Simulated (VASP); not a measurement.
## Nb: single point with PBE

Nb:

```
Nb
1.0
    -1.66587    1.66587    1.66587
     1.66587   -1.66587    1.66587
     1.66587    1.66587   -1.66587
Nb
1
Direct
  0.00000 0.00000 0.00000
```

```json
{
  "Program": "VASP 6.6.1",
  "Task": "single point",
  "Functional": "PBE",
  "Potentials or basis": "VASP PAW PBE potentials, release 64 (Nb_sv)",
  "Cutoff": "520 eV",
  "k mesh": "46 × 46 × 46",
  "Occupations": "fermi-dirac, width 0.0612256 eV",
  "Spin": "no spin polarisation"
}
```

* Pressure: -3.5 GPa

Levels at points of the mesh, in eV from the Fermi level:
| k point | band 5 | band 6 | band 7 | band 8 | band 9 | band 10 |
| --- | --- | --- | --- | --- | --- | --- |
| (0.00, 0.00, 0.00) | -5.90 | 0.37 | 0.37 | 0.37 | 3.19 | 3.19 |
| (0.50, 0.00, 0.00) | -3.62 | -1.58 | 2.16 | 3.21 | 3.87 | 6.16 |
| (0.50, 0.50, 0.50) | -3.57 | -3.57 | 5.42 | 5.42 | 5.42 | 8.85 |

Run time: 2.9 min on 1 thread of Intel(R) Xeon(R) 6975P-C (Granite Rapids), with other jobs on the host, peak memory 0.61 GiB.
